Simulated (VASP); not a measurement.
# B (P6_3/mmc) in VASP: further runs

The runs below take B through single point, with LDA.

Everything below comes from runs of VASP 6.6.1. Logs are shortened: lines on timing, memory, paths and dates and some standing lists are left out, and cuts for length are marked.

**1. The cell of the first run**

Symmetry: P6_3/mmc, No. 194, hexagonal system. Conventional cell: a = 1.719 Å, b = 1.719 Å, c = 7.025 Å, α = 90.00°, β = 90.00°, γ = 120.00°. Within 2.3 Å of B (site symmetry -6m2) lie 6 B at 1.72 Å.

**2. Single point, LDA (volume scaled by 1.04)**

File INCAR:

```
SYSTEM = B
PREC = Accurate
ENCUT = 520
EDIFF = 1E-7
ISMEAR = -1
SIGMA = 0.1
LREAL = .False.
LASPH = .True.
NELM = 80
ALGO = Normal
ISIF = 2
LWAVE = .False.
LCHARG = .True.
GGA = CA
LELF = .True.
LVHAR = .True.
NBANDS = 10
```

File KPOINTS:

```
regular mesh
0
Gamma
  24 24 5
  0 0 0
```

File POSCAR:

```
B
1.0
    1.7185602944      0.0000000000      0.0000000000
   -0.8592801472      1.4883168729      0.0000000000
    0.0000000000      0.0000000000      7.0253990906
B
2
Direct
    0.3333333333      0.6666666667      0.2500000000
    0.6666666667      0.3333333333      0.7500000000
```

Potentials or basis: VASP PAW LDA potentials, release 64 (B).

The run is started by

```
cat potpaw_LDA.64/B/POTCAR > POTCAR
mpirun -np 1 vasp_std > vasp.out
```

OUTCAR:

```text
SYSTEM = B
   PREC = Accurate
   ENCUT = 520
   EDIFF = 1E-7
   ISMEAR = -1
   LREAL = .False.
   LASPH = .True.
   NELM = 80
   ISIF = 2
   GGA = CA

 ion  position               nearest neighbor table
   1  0.333  0.667  0.250-
   2  0.667  0.333  0.750-

  LATTYP: Found a hexagonal cell.
 ALAT       =     1.7185602944
 C/A-ratio  =     4.0879561302

  Lattice vectors:

 A1 = (   1.7185602944,   0.0000000000,   0.0000000000)
 A2 = (  -0.8592801472,   1.4883168729,   0.0000000000)
 A3 = (   0.0000000000,   0.0000000000,   7.0253990906)

Analysis of symmetry for initial positions (statically):
=====================================================================
 Subroutine PRICEL returns:
 Original cell was already a primitive cell.

 Routine SETGRP: Setting up the symmetry group for a
 hexagonal supercell.

 Subroutine GETGRP returns: Found 24 space group operations
 (whereof 12 operations were pure point group operations)
 out of a pool of 24 trial point group operations.

The static configuration has the point symmetry D_3d.
 The point group associated with its full space group is D_6h.

Analysis of symmetry for dynamics (positions and initial velocities):
=====================================================================
 Subroutine PRICEL returns:
 Original cell was already a primitive cell.

 Routine SETGRP: Setting up the symmetry group for a
 hexagonal supercell.

 Subroutine GETGRP returns: Found 24 space group operations
 (whereof 12 operations were pure point group operations)
 out of a pool of 24 trial point group operations.

The dynamic configuration has the point symmetry D_3d.
 The point group associated with its full space group is D_6h.

 Subroutine INISYM returns: Found 24 space group operations
 (whereof 12 operations are pure point group operations),
 and found     1 'primitive' translations

----------------------------------------------------------------------------------------

                                     Primitive cell

  volume of cell :      17.9693

  direct lattice vectors                    reciprocal lattice vectors
     1.718560294  0.000000000  0.000000000     0.581882407  0.335949964  0.000000000
    -0.859280147  1.488316873  0.000000000     0.000000000  0.671899928  0.000000000
     0.000000000  0.000000000  7.025399091     0.000000000  0.000000000  0.142340668

  length of vectors
     1.718560294  1.718560294  7.025399091     0.671899928  0.671899928  0.142340668

  position of ions in fractional coordinates (direct lattice)
     0.333333333  0.666666667  0.250000000
     0.666666667  0.333333333  0.750000000

  ion indices of the primitive-cell ions
   primitive index   ion index
                 1           1
                 2           2

----------------------------------------------------------------------------------------

 KPOINTS: regular mesh

Automatic generation of k-mesh.
 Grid dimensions read from file:
 generate k-points for:   24   24    5

 Generating k-lattice:

  Cartesian coordinates                     Fractional coordinates (reciprocal lattice)
     0.024245100  0.013997915  0.000000000     0.041666667  0.000000000  0.000000000
     0.000000000  0.027995830  0.000000000     0.000000000  0.041666667  0.000000000
     0.000000000  0.000000000  0.028468134     0.000000000  0.000000000  0.200000000

  Length of vectors
     0.027995830  0.027995830  0.028468134

  Shift w.r.t. Gamma in fractional coordinates (k-lattice)
     0.000000000  0.000000000  0.000000000

 Subroutine IBZKPT returns following result:
 ===========================================

 Found    183 irreducible k-points:

 Following reciprocal coordinates:
            Coordinates               Weight
  0.000000  0.000000  0.000000      1.000000
  0.041667  0.000000  0.000000      6.000000
  0.083333  0.000000  0.000000      6.000000
  0.125000  0.000000  0.000000      6.000000
  0.166667  0.000000  0.000000      6.000000
  0.208333  0.000000  0.000000      6.000000
[... 16 lines left out ...]
  0.416667  0.041667  0.000000     12.000000
  0.458333  0.041667  0.000000     12.000000
 [... further k-points ...]
   k-points           NKPTS =    183   k-points in BZ     NKDIM =    183   number of bands    NBANDS=     10
   number of dos      NEDOS =    301   number of ions     NIONS =      2
   total plane-waves  NPLWV =  10584
   dimension x,y,z NGX =    14 NGY =   14 NGZ =   54
   dimension x,y,z NGXF=    28 NGYF=   28 NGZF=  108
   ions per type =               2
   NGX,Y,Z   is equivalent  to a cutoff of  13.54, 13.54, 12.78 a.u.
   NGXF,Y,Z  is equivalent  to a cutoff of  27.09, 27.09, 25.56 a.u.
 SYSTEM =  B
   PREC   = accura    normal or accurate (medium, high low for compatibility)
   ISTART =      0    job   : 0-new  1-cont  2-samecut
   ICHARG =      2    charge: 1-file 2-atom 10-const
   ISPIN  =      1    spin polarized calculation?
   LNONCOLLINEAR =      F non collinear calculations
   LSORBIT =      F    spin-orbit coupling
   LASPH  =      T    aspherical Exc in radial PAW
   ENCUT  =  520.0 eV  38.22 Ry    6.18 a.u.   3.20  3.20 13.06*2*pi/ulx,y,z
   NELM   =     80;   NELMIN=  2; NELMDL= -5     # of ELM steps
   EDIFF  = 0.1E-06   stopping-criterion for ELM
   LREAL  =      F    real-space projection
   EDIFFG = 0.1E-05   stopping-criterion for IOM
   NSW    =      0    number of steps for IOM
   IBRION =     -1    ionic relax: 0-MD 1-quasi-New 2-CG
   NFREE  =      0    steps in history (QN), initial steepest desc. (CG)
   ISIF   =      2    stress and relaxation
   ISYM   =      2    0-nonsym 1-usesym 2-fastsym
   POTIM  = 0.5000    time-step for ionic-motion
   TEBEG  =    0.0;   TEEND  =   0.0 temperature during run
   PSTRESS=    0.0 pullay stress
   NELECT =       6.0000    total number of electrons
   NUPDOWN=      -1.0000    fix difference up-down
   EMIN   =  10.00;   EMAX   =-10.00  energy-range for DOS
   EFERMI =   0.00;   METHOD = LEGACY
   ISMEAR =    -1;   SIGMA  =   0.10  broadening in eV -4-tet -1-fermi 0-gaus
   EFERMI_NEDOS =   21; number of points for ismear=-14 and -15
   IALGO  =     38    algorithm
   IMIX   =      4    mixing-type and parameters
     AMIX     =   0.40;   BMIX     =  1.00
     AMIX_MAG =   1.60;   BMIX_MAG =  1.00
  volume/ion in A,a.u.               =       8.98        60.63
  Fermi-wavevector in a.u.,A,eV,Ry     =   1.135747  2.146250 17.550438  1.289921
  Thomas-Fermi vector in A             =   2.272452
   LORBIT       =      0    0 simple, 1 ext, 2 COOP (PROOUT), +10 PAW based schemes
   GGA     = CA    functional components
   LHFCALC =     F    Hartree Fock is set to
   AEXX    =    0.0000 exact exchange contribution
   IVDW    =     0    specifies the selected vdW correction
   LEPSILON=     F    determine dielectric tensor
   LRPA    =     F    only Hartree local field effects (RPA)
 non-spin polarized calculation
  energy-cutoff  :      520.00
  volume of cell :       17.97
 maximum number of plane-waves:       503
 NGX is ok and might be reduce to    14
   NGX =  7   NGY =  7   NGZ = 27

 number of electron       6.0000000 magnetization

 Free energy of the ion-electron system (eV)
  ---------------------------------------------------
  ext. energy  EPLUGINS =         0.00000000
  ---------------------------------------------------
  free energy    TOTEN  =       -13.48753037 eV

  energy without entropy =      -13.47083244  energy(sigma->0) =      -13.47918140

 E-fermi :   5.5009     XC(G=0): -10.4800

 val. band max:        5.4405365908   @ k =   0.2500   0.1667   0.2000
 cond. band min:       5.5331580448   @ k =   0.3333   0.0417   0.4000
 fundamental gap:      0.0926214540
 Fermi energy:         5.5009388306

 k-point     1 :       0.0000    0.0000    0.0000
  band No.  band energies     occupation
      1     -11.3977      2.00000
      2     -10.9558      2.00000
      3      -3.1778      2.00000
      4      -0.8143      2.00000
      5       7.9594      0.00000
      6      15.2597      0.00000
      7      20.6256      0.00000
      8      29.3759      0.00000
      9      29.3772      0.00000
     10      29.3817      0.00000

 k-point     2 :       0.0417    0.0000    0.0000
  band No.  band energies     occupation
      1     -11.3188      2.00000
      2     -10.8802      2.00000
      3      -3.0640      2.00000
      4      -0.7028      2.00000
      5       8.0539      0.00000
      6      15.3673      0.00000
      7      20.6451      0.00000
      8      29.0035      0.00000
      9      29.1299      0.00000
     10      29.1391      0.00000

 k-point     3 :       0.0833    0.0000    0.0000
  band No.  band energies     occupation
      1     -11.0826      2.00000
      2     -10.6537      2.00000
      3      -2.7228      2.00000
      4      -0.3687      2.00000
      5       8.3363      0.00000
      6      15.6890      0.00000
      7      20.6781      0.00000
      8      27.9163      0.00000
      9      28.4530      0.00000
     10      28.4662      0.00000

 k-point     4 :       0.1250    0.0000    0.0000
  band No.  band energies     occupation
      1     -10.6904      2.00000
      2     -10.2772      2.00000
      3      -2.1550      2.00000
      4       0.1867      2.00000
      5       8.8022      0.00000
      6      16.2215      0.00000
      7      20.6216      0.00000
      8      26.2339      0.00000
      9      27.4926      0.00000
     10      27.5098      0.00000
[... 222 lines left out ...]
 k-point    22 :       0.3750    0.0417    0.0000
  band No.  band energies     occupation
      1      -4.8456      2.00000
      2      -4.6593      2.00000
      3       6.8313      0.00000
      4       8.7408      0.00000
      5       9.1849      0.00000
      6       9.6121      0.00000
      7      18.4434      0.00000
      8      21.0772      0.00000
      9      21.1938      0.00000
     10      21.4999      0.00000

 k-point    23 :       0.4167    0.0417    0.0000
  band No.  band energies     occupation
      1      -3.8448      2.00000
      2      -3.7165      2.00000
      3       7.7084      0.00000
      4       8.0114      0.00000
      5       8.7582      0.00000
      6      10.3446      0.00000
      7      19.2846      0.00000
      8      19.9020      0.00000
      9      20.7291      0.00000
     10      21.0624      0.00000

 k-point    24 :       0.4583    0.0417    0.0000
  band No.  band energies     occupation
      1      -3.2013      2.00000
      2      -3.1350      2.00000
      3       6.8074      0.00000
      4       7.0852      0.00000
      5      10.3847      0.00000
      6      11.2923      0.00000
      7      17.7346      0.00000
      8      19.5935      0.00000
      9      20.4038      0.00000
     10      20.5288      0.00000

 [... further k-points ...]
[... 5 lines left out ...]
  --------------------------------------------------------------------------------------
  -------------------------------------------------------------------------------------
  Total       -1.2489267     -1.2489267     -0.1046254     -0.0000000     -0.0000000      0.0000000
  in kB     -111.3566993   -111.3566993     -9.3286027     -0.0000000     -0.0000000      0.0000000
  external PRESSURE =     -77.3473337 kB  Pullay stress =       0.0000000 kB

 VOLUME and BASIS-vectors are now :
 -----------------------------------------------------------------------------
  energy-cutoff  :      520.00
  volume of cell :       17.97
      direct lattice vectors                 reciprocal lattice vectors
     1.718560294  0.000000000  0.000000000     0.581882407  0.335949964  0.000000000
    -0.859280147  1.488316873  0.000000000     0.000000000  0.671899928  0.000000000
     0.000000000  0.000000000  7.025399091     0.000000000  0.000000000  0.142340668

 POSITION                                       TOTAL-FORCE (eV/Angst)
 -----------------------------------------------------------------------------------
     -0.00000      0.99221      1.75635         0.000000     -0.000000     -0.000000
      0.85928      0.49611      5.26905        -0.000000      0.000000      0.000000
 -----------------------------------------------------------------------------------
    total drift:                               -0.000000      0.000000      0.000000

  FREE ENERGIE OF THE ION-ELECTRON SYSTEM (eV)
  ---------------------------------------------------
  free  energy   TOTEN  =       -13.4875303674 eV

  energy  without entropy=      -13.4708324411  energy(sigma->0) =      -13.47918140
```

Wall time 12 s (1 thread of Intel Xeon 6975P-C (Granite Rapids), shared host); peak memory 0.13 GiB.

What came out:

```yaml
Free_energy: -13.4875 eV
Pressure: -7.7 GPa
Band_gap_on_the_k_mesh: zero (band 3 reaches 8.75 eV, above the bottom of band 4 at -1.77 eV)
```

Levels at points of the mesh, in eV from the Fermi level:
| k point | band 1 | band 2 | band 3 | band 4 | band 5 | band 6 |
| --- | --- | --- | --- | --- | --- | --- |
| (0.00, 0.00, 0.00) | -16.90 | -16.46 | -8.68 | -6.32 | 2.46 | 9.76 |
| (0.50, 0.00, 0.00) | -8.69 | -8.64 | 1.21 | 1.50 | 5.14 | 5.79 |

(Continued in part 2 of 2.)
